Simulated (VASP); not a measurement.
# AlN (P3m1) in VASP: further runs, part 2 of 2

VASP 6.6.1. The steps go on from the part before.

## Step 3: Single point, PBE (atom 1 (Al) moved by (+0.000, +0.450) A along x and z)

INCAR reads:

```
ALGO = Normal
EDIFF = 1E-6
ENCUT = 520
GGA = PE
ISIF = 2
ISMEAR = 0
LASPH = True
LCHARG = True
LELF = True
LREAL = False
LVHAR = True
LWAVE = False
NBANDS = 16
NELM = 80
PREC = Accurate
SIGMA = 0.05
```

KPOINTS reads:

```
k-points
0
Gamma
  12 12 6
```

POSCAR reads:

```
AlN
1.0
    3.1302395627      0.0000000000      0.0000000000
   -1.5651197814      2.7108669813      0.0000000000
    0.0000000000      0.0000000000      5.0179796546
Al N
2 2
Direct
    0.3333333333      0.6666666667      0.0914062433
    0.6666666667      0.3333333333      0.5017287175
    0.3333333333      0.6666666667      0.3832712825
    0.6666666667      0.3333333333      0.8832712825
```

Potentials or basis: VASP PAW PBE potentials, release 64 (Al, N).

Run with:

```sh
$ cat potpaw_PBE.64/Al/POTCAR potpaw_PBE.64/N/POTCAR > POTCAR
$ mpirun -np 1 vasp_std > vasp.out
```

OUTCAR:

```text
EDIFF = 1E-6
   ENCUT = 520
   GGA = PE
   ISIF = 2
   ISMEAR = 0
   LASPH = True
   LREAL = False
   NELM = 80
   PREC = Accurate

 ion  position               nearest neighbor table
   1  0.333  0.667  0.091-   3 1.46   4 2.09   4 2.09   4 2.09   2 2.74   2 2.74   2 2.74
   2  0.667  0.333  0.502-   3 1.90   3 1.90   3 1.90   4 1.91   1 2.74   1 2.74   1 2.74
   3  0.333  0.667  0.383-   1 1.46   2 1.90   2 1.90   2 1.90
   4  0.667  0.333  0.883-   2 1.91   1 2.09   1 2.09   1 2.09

  LATTYP: Found a hexagonal cell.
 ALAT       =     3.1302395627
 C/A-ratio  =     1.6030656932

  Lattice vectors:

 A1 = (   3.1302395627,   0.0000000000,   0.0000000000)
 A2 = (  -1.5651197814,   2.7108669813,   0.0000000000)
 A3 = (   0.0000000000,   0.0000000000,   5.0179796546)

Analysis of symmetry for initial positions (statically):
=====================================================================
 Subroutine PRICEL returns:
 Original cell was already a primitive cell.

 Routine SETGRP: Setting up the symmetry group for a
 hexagonal supercell.

 Subroutine GETGRP returns: Found  6 space group operations
 (whereof  6 operations were pure point group operations)
 out of a pool of 24 trial point group operations.

The static configuration has the point symmetry C_3v.

Analysis of symmetry for dynamics (positions and initial velocities):
=====================================================================
 Subroutine PRICEL returns:
 Original cell was already a primitive cell.

 Routine SETGRP: Setting up the symmetry group for a
 hexagonal supercell.

 Subroutine GETGRP returns: Found  6 space group operations
 (whereof  6 operations were pure point group operations)
 out of a pool of 24 trial point group operations.

[... 120 lines left out ...]
   EFERMI_NEDOS =   21; number of points for ismear=-14 and -15
   IALGO  =     38    algorithm
   IMIX   =      4    mixing-type and parameters
     AMIX     =   0.40;   BMIX     =  1.00
     AMIX_MAG =   1.60;   BMIX_MAG =  1.00
  volume/ion in A,a.u.               =      10.65        71.84
  Fermi-wavevector in a.u.,A,eV,Ry     =   1.181345  2.232418 18.987951  1.395575
  Thomas-Fermi vector in A             =   2.317620
   LORBIT       =      0    0 simple, 1 ext, 2 COOP (PROOUT), +10 PAW based schemes
   GGA     = PE    functional components
   LHFCALC =     F    Hartree Fock is set to
   AEXX    =    0.0000 exact exchange contribution
   IVDW    =     0    specifies the selected vdW correction
   LEPSILON=     F    determine dielectric tensor
   LRPA    =     F    only Hartree local field effects (RPA)
 non-spin polarized calculation
 Gauss-broadening in eV      SIGMA  =   0.05
  energy-cutoff  :      520.00
  volume of cell :       42.58
 maximum number of plane-waves:      1170
   NGX = 11   NGY = 11   NGZ = 19

 number of electron      15.9999998 magnetization

 Free energy of the ion-electron system (eV)
  ---------------------------------------------------
  ext. energy  EPLUGINS =         0.00000000
  ---------------------------------------------------
  free energy    TOTEN  =       -25.96537328 eV

  energy without entropy =      -25.96537328  energy(sigma->0) =      -25.96537328

 E-fermi :   7.7991     XC(G=0): -10.8065

 val. band max:        7.5558478411   @ k =   0.0000   0.0000   0.0000
 cond. band min:       8.8541944672   @ k =   0.0000   0.0000   0.0000
 fundamental gap:      1.2983466261
 Fermi energy:         7.7991165503

 k-point     1 :       0.0000    0.0000    0.0000
  band No.  band energies     occupation
      1     -10.3760      2.00000
      2      -6.1098      2.00000
      3      -0.3085      2.00000
      4       3.3359      2.00000
      5       3.3359      2.00000
      6       5.2774      2.00000
[... 433 lines left out ...]
      3       0.3383      2.00000
      4       1.9891      2.00000
      5       3.0777      2.00000
      6       4.8581      2.00000
[... 8 lines left out ...]
     15      18.1776      0.00000
     16      19.0667      0.00000

 [... further k-points ...]

------------------------ aborting loop because EDIFF is reached ----------------------------------------

  FORCE on cell =-STRESS in cart. coord.  units (eV):
  Direction    XX          YY          ZZ          XY          YZ          ZX
  --------------------------------------------------------------------------------------
  -------------------------------------------------------------------------------------
  Total       -0.2869202     -0.2869202     19.8342885      0.0000000      0.0000000     -0.0000000
  in kB      -10.7958544    -10.7958544    746.2984320      0.0000000      0.0000000     -0.0000000
  external PRESSURE =     241.5689078 kB  Pullay stress =       0.0000000 kB

 VOLUME and BASIS-vectors are now :
 -----------------------------------------------------------------------------
  energy-cutoff  :      520.00
  volume of cell :       42.58
      direct lattice vectors                 reciprocal lattice vectors
     3.130239563  0.000000000  0.000000000     0.319464367  0.184442838  0.000000000
    -1.565119781  2.710866981  0.000000000     0.000000000  0.368885676  0.000000000
     0.000000000  0.000000000  5.017979655     0.000000000  0.000000000  0.199283391

 POSITION                                       TOTAL-FORCE (eV/Angst)
 -----------------------------------------------------------------------------------
     -0.00000      1.80724      0.45867         0.000000     -0.000000    -22.946261
      1.56512      0.90362      2.51766        -0.000000      0.000000      3.840838
     -0.00000      1.80724      1.92325        -0.000000      0.000000     15.976904
      1.56512      0.90362      4.43224         0.000000     -0.000000      3.128520
 -----------------------------------------------------------------------------------
    total drift:                               -0.000000      0.000000      0.002745

  FREE ENERGIE OF THE ION-ELECTRON SYSTEM (eV)
  ---------------------------------------------------
  free  energy   TOTEN  =       -25.9653732810 eV

  energy  without entropy=      -25.9653732810  energy(sigma->0) =      -25.96537328
```

stdout:

```text
POSCAR found type information on POSCAR AlN
 POSCAR found :  2 types and       4 ions
 scaLAPACK will be used
 LDA part: xc-table for (Slater+PW92), standard interpolation
 POSCAR, INCAR and KPOINTS ok, starting setup
 FFT: planning ... GRIDC
 FFT: planning ... GRID_SOFT
 FFT: planning ... GRID
 WAVECAR not read
 entering main loop
```

It took 21 s on 1 thread of Intel Xeon 6975P-C (Granite Rapids), shared host; peak memory 0.19 GiB.

What came out:

- Free energy: -25.9654 eV
- Pressure: 24.2 GPa
- Largest force: 22.946 eV/Å
- Band gap on the k mesh: 1.30 eV

Forces on the atoms (eV/Å):
```
Al    0.000   0.000 -22.946
Al    0.000   0.000   3.841
N     0.000   0.000  15.977
N     0.000   0.000   3.129
```

Caveat: the cell differs from its parent crystal (atom 1 (Al) moved by (+0.000, +0.450) A along x and z); the stress differs along the axes, from -1 to 75 GPa; forces of over 1 eV/Å act on the atoms, so gaps and moduli don't describe the material at rest. A k mesh can miss the band edges.

## Step 4: Single point, PBE (atom 1 (Al) moved by (+0.000, -0.225) A along x and z)

INCAR reads:

```
SYSTEM = AlN
PREC = Accurate
ENCUT = 520
EDIFF = 1E-7
ISMEAR = 0
SIGMA = 0.05
LREAL = .FALSE.
LASPH = .TRUE.
NELM = 60
ALGO = Normal
ISIF = 2
LWAVE = .FALSE.
LCHARG = .TRUE.
GGA = PE
LELF = .TRUE.
LVHAR = .TRUE.
NBANDS = 16
```

KPOINTS reads:

```
regular mesh
0
G
  12 12 6
  0 0 0
```

POSCAR: that of step 3 with these lines changed.

```diff
@@ -8,3 +8,3 @@
 Direct
-    0.3333333333      0.6666666667      0.0914062433
+    0.3333333333      0.6666666667     -0.0431100454
     0.6666666667      0.3333333333      0.5017287175
```

Run with:

```sh
$ cat potpaw_PBE.64/Al/POTCAR potpaw_PBE.64/N/POTCAR > POTCAR
$ mpirun -np 1 vasp_std > vasp.out
```

Wall time 23 s (1 thread of Intel Xeon 6975P-C (Granite Rapids), shared host); peak memory 0.19 GiB.

It converged, with:

```yaml
Free_energy: -29.4001 eV
Pressure: 1.8 GPa
Largest_force: 2.863 eV/Å
Band_gap_on_the_k_mesh: 3.50 eV
```

Forces in eV/Å, atoms in the order of the input:
```
Al   0.000  0.000  2.863
Al   0.000  0.000 -1.736
N    0.000  0.000 -0.124
N    0.000  0.000 -1.003
```

Stress tensor (GPa, compression positive):
```
 5.25  0.00  0.00
 0.00  5.25  0.00
 0.00  0.00 -5.18
```

Levels at points of the mesh, in eV from the valence-band top:
```csv
k point,band 5,band 6,band 7,band 8,band 9,band 10,band 11,band 12
"(0.00, 0.00, 0.00)",-1.85,-0.26,-0.26,0.00,3.50,6.35,10.26,10.43
"(0.50, 0.00, 0.00)",-3.57,-2.84,-1.81,-0.88,5.26,5.56,7.68,9.67
"(0.00, 0.00, 0.50)",-1.79,-1.79,-0.34,-0.34,5.63,6.46,9.31,10.39
"(0.50, 0.00, 0.50)",-2.64,-1.82,-1.23,-1.22,4.79,4.92,8.45,8.91
```

Caveat: the cell differs from its parent crystal (atom 1 (Al) moved by (+0.000, -0.225) A along x and z); the stress differs along the axes, from -5 to 5 GPa; forces of over 1 eV/Å act on the atoms, so gaps and moduli don't describe the material at rest. A k mesh can miss the band edges.

## Step 5: Single point, PBE (atom 1 (Al) moved by (+0.000, +0.225) A along x and z)

INCAR reads:

```
SYSTEM = AlN
ALGO = Normal
EDIFF = 1E-6
ENCUT = 520
GGA = PE
ISIF = 2
ISMEAR = 0
LASPH = .True.
LCHARG = .True.
LELF = .True.
LREAL = .False.
LVHAR = .True.
LWAVE = .False.
NBANDS = 16
NELM = 80
PREC = Accurate
SIGMA = 0.05
```

KPOINTS reads:

```
k-points
0
Gamma
  12 12 6
  0 0 0
```

POSCAR: that of step 4 with these lines changed.

```diff
@@ -8,3 +8,3 @@
 Direct
-    0.3333333333      0.6666666667     -0.0431100454
+    0.3333333333      0.6666666667      0.0465674804
     0.6666666667      0.3333333333      0.5017287175
```

Run with:

```sh
$ cat potpaw_PBE.64/Al/POTCAR potpaw_PBE.64/N/POTCAR > POTCAR
$ mpirun -np 1 vasp_std > vasp.out
```

Wall time 21 s (1 thread of Intel Xeon 6975P-C (Granite Rapids), shared host); peak memory 0.19 GiB.

Results (log left out):

```
Free energy            : -29.0936 eV
Pressure               : 4.4 GPa
Largest force          : 7.043 eV/Å
Band gap on the k mesh : 3.11 eV
```

Forces on the atoms (eV/Å):
```
Al   0.000  0.000 -7.043
Al   0.000  0.000  1.912
N    0.000  0.000  3.563
N    0.000  0.000  1.569
```

Stress tensor (GPa, compression positive):
```
-2.68  0.00  0.00
 0.00 -2.68  0.00
 0.00  0.00 18.53
```

Levels at points of the mesh, in eV from the valence-band top:
```
           k point  band 4  band 5  band 6  band 7  band 8  band 9  band 10  band 11  band 12  band 13
(0.00, 0.00, 0.00)   -2.06   -2.06   -0.95    0.00    0.00    3.11     6.03     9.51    10.18    10.18
(0.50, 0.00, 0.00)   -4.27   -4.14   -3.08   -2.46   -0.70    4.80     4.96     7.48     9.57     9.97
(0.00, 0.00, 0.50)   -3.68   -2.01   -2.01   -0.06   -0.06    4.90     6.01     9.08    10.03    10.03
(0.50, 0.00, 0.50)   -5.55   -2.93   -2.34   -1.79   -1.01    4.25     4.58     8.50     8.94    10.74
```

Caveat: the cell differs from its parent crystal (atom 1 (Al) moved by (+0.000, +0.225) A along x and z); the stress differs along the axes, from -3 to 19 GPa; forces of over 1 eV/Å act on the atoms, so gaps and moduli don't describe the material at rest. A k mesh can miss the band edges.

## Step 6: Overview

| cell | gap on the mesh (eV) | pressure (GPa) | largest force (eV/Å) |
| --- | --- | --- | --- |
| as given, atomic positions A | 2.99 | 6.1 | 3.32 |
| as given, atomic positions B | 1.30 | 24.2 | 22.95 |
| as given, atomic positions C | 3.50 | 1.8 | 2.86 |
| as given, atomic positions D | 3.11 | 4.4 | 7.04 |

Alike in all rows: task single point; level PBE; potentials or basis VASP PAW PBE potentials, release 64 (Al, N); no spin polarisation; k mesh 12 × 12 × 6; cutoff (eV) 520; smearing gaussian 0.05 eV.

Caveats: forces of over 1 eV/Å act on the atoms, so gaps and moduli don't describe the material at rest; the stress differs along the axes, from -5 to 12 GPa (at least some runs); the stress differs along the axes, from -1 to 75 GPa (at least some runs); the stress differs along the axes, from -5 to 5 GPa (at least some runs); the stress differs along the axes, from -3 to 19 GPa (at least some runs).

Total energies depend on the potentials used, so only differences within one code and one set of settings carry meaning.
